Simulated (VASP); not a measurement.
# W (Fd-3m) in VASP: further runs

The runs below take W through single point, with PBE.

Program: VASP 6.6.1. These are calculated values, not measurements. Logs are shortened: lines on timing, memory, paths and dates and some standing lists are left out, and cuts for length are marked.

**1. The cell of the first run**

It takes space group Fd-3m (No. 227, cubic). Conventional cell: a = 5.753 Å, b = 5.753 Å, c = 5.753 Å, α = 90.00°, β = 90.00°, γ = 90.00°. W (site symmetry -43m) has 4 W at 2.49 Å within 3.3 Å.

**2. Single point, PBE (volume scaled by 0.96)**

INCAR

```
SYSTEM = W
PREC = Accurate ; ENCUT = 520
EDIFF = 1E-7 ; ISMEAR = -1
SIGMA = 0.1 ; LREAL = .FALSE.
LASPH = .TRUE. ; NELM = 60
ALGO = Normal ; ISIF = 2
LWAVE = .FALSE. ; LCHARG = .FALSE.
GGA = PE ; NBANDS = 21
```

KPOINTS

```
Automatic mesh
0
G
  11 11 11
  0 0 0
```

POSCAR

```
W
1.0
    0.0000000000      2.8766477935      2.8766477935
    2.8766477935      0.0000000000      2.8766477935
    2.8766477935      2.8766477935      0.0000000000
W
2
Direct
    0.1250000000      0.1250000000      0.1250000000
    0.8750000000      0.8750000000      0.8750000000
```

Potentials or basis: VASP PAW PBE potentials, release 64 (W_sv).

Started as:

```console
> cat potpaw_PBE.64/W_sv/POTCAR > POTCAR
> mpirun -np 1 vasp_std > vasp.out
```

OUTCAR:

```text
SYSTEM = W
   PREC = Accurate
   ENCUT = 520
   EDIFF = 1E-7
   ISMEAR = -1
   LREAL = .FALSE.
   LASPH = .TRUE.
   NELM = 60
   ISIF = 2
   GGA = PE

 ion  position               nearest neighbor table
   1  0.125  0.125  0.125-   2 2.49   2 2.49   2 2.49   2 2.49
   2  0.875  0.875  0.875-   1 2.49   1 2.49   1 2.49   1 2.49

  LATTYP: Found a face centered cubic cell.
 ALAT       =     5.7532955870

  Lattice vectors:

 A1 = (   0.0000000000,   2.8766477935,   2.8766477935)
 A2 = (   2.8766477935,   0.0000000000,   2.8766477935)
 A3 = (   2.8766477935,   2.8766477935,   0.0000000000)

Analysis of symmetry for initial positions (statically):
=====================================================================
 Subroutine PRICEL returns:
 Original cell was already a primitive cell.

 Routine SETGRP: Setting up the symmetry group for a
 face centered cubic supercell.

 Subroutine GETGRP returns: Found 48 space group operations
 (whereof 12 operations were pure point group operations)
 out of a pool of 48 trial point group operations.

The static configuration has the point symmetry D_3d.
 The point group associated with its full space group is O_h .

Analysis of symmetry for dynamics (positions and initial velocities):
=====================================================================
 Subroutine PRICEL returns:
 Original cell was already a primitive cell.

 Routine SETGRP: Setting up the symmetry group for a
 face centered cubic supercell.

 Subroutine GETGRP returns: Found 48 space group operations
 (whereof 12 operations were pure point group operations)
 out of a pool of 48 trial point group operations.

The dynamic configuration has the point symmetry D_3d.
 The point group associated with its full space group is O_h .

 Subroutine INISYM returns: Found 48 space group operations
 (whereof 12 operations are pure point group operations),
 and found     1 'primitive' translations

----------------------------------------------------------------------------------------

                                     Primitive cell

  volume of cell :      47.6091

  direct lattice vectors                    reciprocal lattice vectors
     0.000000000  2.876647794  2.876647794    -0.173813423  0.173813423  0.173813423
[... 74 lines left out ...]
   NGX,Y,Z   is equivalent  to a cutoff of  12.26, 12.26, 12.26 a.u.
   NGXF,Y,Z  is equivalent  to a cutoff of  24.52, 24.52, 24.52 a.u.
 SYSTEM =  W
   PREC   = accura    normal or accurate (medium, high low for compatibility)
   ISTART =      0    job   : 0-new  1-cont  2-samecut
   ICHARG =      2    charge: 1-file 2-atom 10-const
   ISPIN  =      1    spin polarized calculation?
   LNONCOLLINEAR =      F non collinear calculations
   LSORBIT =      F    spin-orbit coupling
   LASPH  =      T    aspherical Exc in radial PAW
   ENCUT  =  520.0 eV  38.22 Ry    6.18 a.u.   7.56  7.56  7.56*2*pi/ulx,y,z
   NELM   =     60;   NELMIN=  2; NELMDL= -5     # of ELM steps
   EDIFF  = 0.1E-06   stopping-criterion for ELM
   LREAL  =      F    real-space projection
   EDIFFG = 0.1E-05   stopping-criterion for IOM
   NSW    =      0    number of steps for IOM
   IBRION =     -1    ionic relax: 0-MD 1-quasi-New 2-CG
   NFREE  =      0    steps in history (QN), initial steepest desc. (CG)
   ISIF   =      2    stress and relaxation
   ISYM   =      2    0-nonsym 1-usesym 2-fastsym
   POTIM  = 0.5000    time-step for ionic-motion
   TEBEG  =    0.0;   TEEND  =   0.0 temperature during run
   PSTRESS=    0.0 pullay stress
   NELECT =      28.0000    total number of electrons
   NUPDOWN=      -1.0000    fix difference up-down
   EMIN   =  10.00;   EMAX   =-10.00  energy-range for DOS
   EFERMI =   0.00;   METHOD = LEGACY
   ISMEAR =    -1;   SIGMA  =   0.10  broadening in eV -4-tet -1-fermi 0-gaus
   EFERMI_NEDOS =   21; number of points for ismear=-14 and -15
   IALGO  =     38    algorithm
   IMIX   =      4    mixing-type and parameters
     AMIX     =   0.40;   BMIX     =  1.00
     AMIX_MAG =   1.60;   BMIX_MAG =  1.00
  volume/ion in A,a.u.               =      23.80       160.64
  Fermi-wavevector in a.u.,A,eV,Ry     =   1.371611  2.591968 25.596851  1.881316
  Thomas-Fermi vector in A             =   2.497292
   LORBIT       =      0    0 simple, 1 ext, 2 COOP (PROOUT), +10 PAW based schemes
   GGA     = PE    functional components
   LHFCALC =     F    Hartree Fock is set to
   AEXX    =    0.0000 exact exchange contribution
   IVDW    =     0    specifies the selected vdW correction
   LEPSILON=     F    determine dielectric tensor
   LRPA    =     F    only Hartree local field effects (RPA)
 non-spin polarized calculation
  energy-cutoff  :      520.00
  volume of cell :       47.61
 maximum number of plane-waves:      1303
   NGX = 15   NGY = 15   NGZ = 15

 number of electron      27.9999994 magnetization

 Free energy of the ion-electron system (eV)
  ---------------------------------------------------
  ext. energy  EPLUGINS =         0.00000000
  ---------------------------------------------------
  free energy    TOTEN  =       -20.60534141 eV

  energy without entropy =      -20.51565301  energy(sigma->0) =      -20.56049721

 E-fermi :   5.6044     XC(G=0): -10.9711

 val. band max:        5.6017950268   @ k =  -0.2727   0.1818   0.0000
 cond. band min:       5.6105234715   @ k =   0.2727   0.0000   0.0000
 fundamental gap:      0.0087284447
 Fermi energy:         5.6044440731

 k-point     1 :       0.0000    0.0000    0.0000
  band No.  band energies     occupation
      1     -67.5225      2.00000
      2     -67.1570      2.00000
      3     -32.1561      2.00000
      4     -32.1561      2.00000
      5     -32.1561      2.00000
      6     -31.1460      2.00000
[... 565 lines left out ...]
     20      14.1496      0.00000
     21      14.7613      0.00000

 [... further k-points ...]
[... 5 lines left out ...]
  --------------------------------------------------------------------------------------
  -------------------------------------------------------------------------------------
  Total        1.7640369      1.7640369      1.7640369      0.0000000      0.0000000      0.0000000
  in kB       59.3646848     59.3646848     59.3646848      0.0000000      0.0000000      0.0000000
  external PRESSURE =      59.3646848 kB  Pullay stress =       0.0000000 kB

 VOLUME and BASIS-vectors are now :
 -----------------------------------------------------------------------------
  energy-cutoff  :      520.00
  volume of cell :       47.61
      direct lattice vectors                 reciprocal lattice vectors
     0.000000000  2.876647794  2.876647794    -0.173813423  0.173813423  0.173813423
     2.876647794  0.000000000  2.876647794     0.173813423 -0.173813423  0.173813423
     2.876647794  2.876647794  0.000000000     0.173813423  0.173813423 -0.173813423

 POSITION                                       TOTAL-FORCE (eV/Angst)
 -----------------------------------------------------------------------------------
      0.71916      0.71916      0.71916        -0.000000      0.000000     -0.000000
      5.03413      5.03413      5.03413         0.000000     -0.000000      0.000000
 -----------------------------------------------------------------------------------
    total drift:                               -0.000000      0.000000      0.000000

  FREE ENERGIE OF THE ION-ELECTRON SYSTEM (eV)
  ---------------------------------------------------
  free  energy   TOTEN  =       -20.6053414143 eV

  energy  without entropy=      -20.5156530096  energy(sigma->0) =      -20.56049721
```

Wall time 22 s (1 thread of Intel Xeon 6975P-C (Granite Rapids), shared host); peak memory 0.19 GiB.

Results:

| Item | Value |
| --- | --- |
| Free energy | -20.6053 eV |
| Pressure | 5.9 GPa |
| Band gap on the k mesh | zero (band 14 reaches 6.20 eV, above the bottom of band 15 at 5.21 eV) |

Caveat: the cell differs from its parent crystal (volume scaled by 0.96); spin-orbit coupling is left out, which moves the levels of the heavy elements.

**3. Single point, PBE**

This run uses another cell than the first one, of 24.80 Å³/atom, 1.042 times its volume.

INCAR

```
PREC = Accurate ; ENCUT = 520
EDIFF = 1E-7 ; ISMEAR = -1
SIGMA = 0.1 ; LREAL = F
LASPH = T ; NELM = 60
ALGO = Normal ; ISIF = 2
LWAVE = F ; LCHARG = T
GGA = PE ; LELF = T
LVHAR = T ; NBANDS = 21
```

KPOINTS

```
Automatic mesh
0
Gamma
  11 11 11
```

POSCAR

```
W
1.0
    0.0000000000      2.9160588250      2.9160588250
    2.9160588250      0.0000000000      2.9160588250
    2.9160588250      2.9160588250      0.0000000000
W
2
Direct
    0.1250000000      0.1250000000      0.1250000000
    0.8750000000      0.8750000000      0.8750000000
```

Potentials or basis: VASP PAW PBE potentials, release 64 (W_sv).

Started as:

```console
> cat potpaw_PBE.64/W_sv/POTCAR > POTCAR
> mpirun -np 1 vasp_std > vasp.out
```

Wall time 24 s (1 thread of Intel Xeon 6975P-C (Granite Rapids), shared host); peak memory 0.19 GiB.

Results (log left out):

* Free energy: -20.6446 eV
* Pressure: 0.5 GPa
* Band gap on the k mesh: zero (band 14 reaches 5.76 eV, above the bottom of band 15 at 4.77 eV)

Levels at points of the mesh, in eV from the Fermi level:
| k point | band 10 | band 11 | band 12 | band 13 | band 14 | band 15 | band 16 | band 17 | band 18 | band 19 |
| --- | --- | --- | --- | --- | --- | --- | --- | --- | --- | --- |
| (0.00, 0.00, 0.00) | -1.84 | -1.84 | -1.08 | -1.08 | -1.08 | 1.54 | 1.54 | 1.54 | 5.26 | 5.26 |

Caveat: spin-orbit coupling is left out, which moves the levels of the heavy elements.

**4. Single point, PBE (volume scaled by 1.04)**

INCAR

```
SYSTEM = W
PREC = Accurate ; ENCUT = 520
EDIFF = 1E-7 ; ISMEAR = -1
SIGMA = 0.1 ; LREAL = .False.
LASPH = .True. ; NELM = 100
ALGO = Normal ; ISIF = 2
LWAVE = .False. ; LCHARG = .False.
GGA = PE ; NBANDS = 21
```

KPOINTS

```
Automatic mesh
0
Gamma
  11 11 11
  0 0 0
```

POSCAR

```
W
1.0
    0.0000000000      2.9544324207      2.9544324207
    2.9544324207      0.0000000000      2.9544324207
    2.9544324207      2.9544324207      0.0000000000
W
2
Direct
    0.1250000000      0.1250000000      0.1250000000
    0.8750000000      0.8750000000      0.8750000000
```

Potentials or basis: VASP PAW PBE potentials, release 64 (W_sv).

Started as:

```console
> cat potpaw_PBE.64/W_sv/POTCAR > POTCAR
> mpirun -np 1 vasp_std > vasp.out
```

OUTCAR:

```text
SYSTEM = W
   PREC = Accurate
   ENCUT = 520
   EDIFF = 1E-7
   ISMEAR = -1
   LREAL = .False.
   LASPH = .True.
   NELM = 100
   ISIF = 2
   GGA = PE

 ion  position               nearest neighbor table
   1  0.125  0.125  0.125-   2 2.56   2 2.56   2 2.56   2 2.56
   2  0.875  0.875  0.875-   1 2.56   1 2.56   1 2.56   1 2.56

  LATTYP: Found a face centered cubic cell.
 ALAT       =     5.9088648414

  Lattice vectors:

 A1 = (   0.0000000000,   2.9544324207,   2.9544324207)
 A2 = (   2.9544324207,   0.0000000000,   2.9544324207)
 A3 = (   2.9544324207,   2.9544324207,   0.0000000000)

Analysis of symmetry for initial positions (statically):
=====================================================================
 Subroutine PRICEL returns:
 Original cell was already a primitive cell.

 Routine SETGRP: Setting up the symmetry group for a
 face centered cubic supercell.

 Subroutine GETGRP returns: Found 48 space group operations
 (whereof 12 operations were pure point group operations)
 out of a pool of 48 trial point group operations.

The static configuration has the point symmetry D_3d.
 The point group associated with its full space group is O_h .

Analysis of symmetry for dynamics (positions and initial velocities):
=====================================================================
 Subroutine PRICEL returns:
 Original cell was already a primitive cell.

 Routine SETGRP: Setting up the symmetry group for a
 face centered cubic supercell.

 Subroutine GETGRP returns: Found 48 space group operations
 (whereof 12 operations were pure point group operations)
 out of a pool of 48 trial point group operations.

The dynamic configuration has the point symmetry D_3d.
 The point group associated with its full space group is O_h .

 Subroutine INISYM returns: Found 48 space group operations
[... 102 lines left out ...]
   NFREE  =      0    steps in history (QN), initial steepest desc. (CG)
   ISIF   =      2    stress and relaxation
   ISYM   =      2    0-nonsym 1-usesym 2-fastsym
   POTIM  = 0.5000    time-step for ionic-motion
   TEBEG  =    0.0;   TEEND  =   0.0 temperature during run
   PSTRESS=    0.0 pullay stress
   NELECT =      28.0000    total number of electrons
   NUPDOWN=      -1.0000    fix difference up-down
   EMIN   =  10.00;   EMAX   =-10.00  energy-range for DOS
   EFERMI =   0.00;   METHOD = LEGACY
   ISMEAR =    -1;   SIGMA  =   0.10  broadening in eV -4-tet -1-fermi 0-gaus
   EFERMI_NEDOS =   21; number of points for ismear=-14 and -15
   IALGO  =     38    algorithm
   IMIX   =      4    mixing-type and parameters
     AMIX     =   0.40;   BMIX     =  1.00
     AMIX_MAG =   1.60;   BMIX_MAG =  1.00
  volume/ion in A,a.u.               =      25.79       174.03
  Fermi-wavevector in a.u.,A,eV,Ry     =   1.335499  2.523726 24.266761  1.783557
  Thomas-Fermi vector in A             =   2.464198
   LORBIT       =      0    0 simple, 1 ext, 2 COOP (PROOUT), +10 PAW based schemes
   GGA     = PE    functional components
   LHFCALC =     F    Hartree Fock is set to
   AEXX    =    0.0000 exact exchange contribution
   IVDW    =     0    specifies the selected vdW correction
   LEPSILON=     F    determine dielectric tensor
   LRPA    =     F    only Hartree local field effects (RPA)
 non-spin polarized calculation
  energy-cutoff  :      520.00
  volume of cell :       51.58
 maximum number of plane-waves:      1411
   NGX = 15   NGY = 15   NGZ = 15

 number of electron      28.0000005 magnetization

 Free energy of the ion-electron system (eV)
  ---------------------------------------------------
  ext. energy  EPLUGINS =         0.00000000
  ---------------------------------------------------
  free energy    TOTEN  =       -20.62243000 eV

  energy without entropy =      -20.52560855  energy(sigma->0) =      -20.57401927

 E-fermi :   4.8336     XC(G=0): -10.5803

 val. band max:        4.8321235763   @ k =   0.3636   0.0909   0.0000
 cond. band min:       4.8337803619   @ k =  -0.2727   0.1818   0.0000
 fundamental gap:      0.0016567856
 Fermi energy:         4.8335549630

 k-point     1 :       0.0000    0.0000    0.0000
  band No.  band energies     occupation
      1     -68.3525      2.00000
      2     -68.0851      2.00000
      3     -32.8828      2.00000
      4     -32.8828      2.00000
      5     -32.8828      2.00000
      6     -32.0722      2.00000
[... 565 lines left out ...]
     20      12.6530      0.00000
     21      13.2861      0.00000

 [... further k-points ...]
[... 5 lines left out ...]
  --------------------------------------------------------------------------------------
  -------------------------------------------------------------------------------------
  Total       -1.2925040     -1.2925040     -1.2925040     -0.0000000     -0.0000000      0.0000000
  in kB      -40.1504378    -40.1504378    -40.1504378     -0.0000000     -0.0000000      0.0000000
  external PRESSURE =     -40.1504378 kB  Pullay stress =       0.0000000 kB

 VOLUME and BASIS-vectors are now :
 -----------------------------------------------------------------------------
  energy-cutoff  :      520.00
  volume of cell :       51.58
      direct lattice vectors                 reciprocal lattice vectors
     0.000000000  2.954432421  2.954432421    -0.169237244  0.169237244  0.169237244
     2.954432421  0.000000000  2.954432421     0.169237244 -0.169237244  0.169237244
     2.954432421  2.954432421  0.000000000     0.169237244  0.169237244 -0.169237244

 POSITION                                       TOTAL-FORCE (eV/Angst)
 -----------------------------------------------------------------------------------
      0.73861      0.73861      0.73861        -0.000000     -0.000000     -0.000000
      5.17026      5.17026      5.17026         0.000000      0.000000      0.000000
 -----------------------------------------------------------------------------------
    total drift:                                0.000000      0.000000     -0.000000

  FREE ENERGIE OF THE ION-ELECTRON SYSTEM (eV)
  ---------------------------------------------------
  free  energy   TOTEN  =       -20.6224299979 eV

  energy  without entropy=      -20.5256085454  energy(sigma->0) =      -20.57401927
```

OSZICAR:

```text
N       E                     dE             d eps       ncg     rms          rms(c)
DAV:   1     0.303521228582E+03    0.30352E+03   -0.17404E+04  2384   0.142E+03
DAV:   2    -0.106997146884E+02   -0.31422E+03   -0.30623E+03  2606   0.437E+02
DAV:   3    -0.208414097200E+02   -0.10142E+02   -0.97461E+01  2840   0.788E+01
DAV:   4    -0.210194168161E+02   -0.17801E+00   -0.17674E+00  2582   0.106E+01
DAV:   5    -0.210218287119E+02   -0.24119E-02   -0.24112E-02  2714   0.137E+00    0.184E+01
DAV:   6    -0.206977083312E+02    0.32412E+00   -0.60924E-01  2749   0.640E+00    0.818E+00
DAV:   7    -0.206278362978E+02    0.69872E-01   -0.19782E-01  2904   0.397E+00    0.935E-01
DAV:   8    -0.206223340124E+02    0.55023E-02   -0.23284E-02  2465   0.107E+00    0.107E-01
DAV:   9    -0.206223957230E+02   -0.61711E-04   -0.61305E-04  2613   0.199E-01    0.994E-02
DAV:  10    -0.206224307174E+02   -0.34994E-04   -0.39501E-05  2662   0.589E-02    0.354E-03
DAV:  11    -0.206224304954E+02    0.22206E-06   -0.12139E-06  2739   0.826E-03    0.189E-03
DAV:  12    -0.206224299754E+02    0.52000E-06   -0.18905E-07  2084   0.396E-03    0.822E-04
DAV:  13    -0.206224299979E+02   -0.22590E-07   -0.12217E-08  1411   0.112E-03
   1 F= -.20622430E+02 E0= -.20574019E+02  d E =-.968215E-01
```

Wall time 20 s (1 thread of Intel Xeon 6975P-C (Granite Rapids), shared host); peak memory 0.19 GiB.

What came out:

```
Free energy            : -20.6224 eV
Pressure               : -4.0 GPa
Band gap on the k mesh : zero (band 14 reaches 5.36 eV, above the bottom of band 15 at 4.36 eV)
```

Caveat: the cell differs from its parent crystal (volume scaled by 1.04); spin-orbit coupling is left out, which moves the levels of the heavy elements.

**5. Summary**

```tsv
cell	gap on the mesh (eV)	pressure (GPa)
a = 4.068 Å, angles 60.0°, 2 atoms	none	5.9
a = 4.124 Å, angles 60.0°, 2 atoms	none	0.5
a = 4.178 Å, angles 60.0°, 2 atoms	none	-4.0
```

Alike in all rows: task single point; level PBE; potentials or basis VASP PAW PBE potentials, release 64 (W_sv); no spin polarisation; k mesh 11 × 11 × 11; cutoff (eV) 520; smearing fermi-dirac 0.1 eV.

Caveats: spin-orbit coupling is left out, which moves the levels of the heavy elements.

Absolute energies hang on the potentials; compare differences alone.
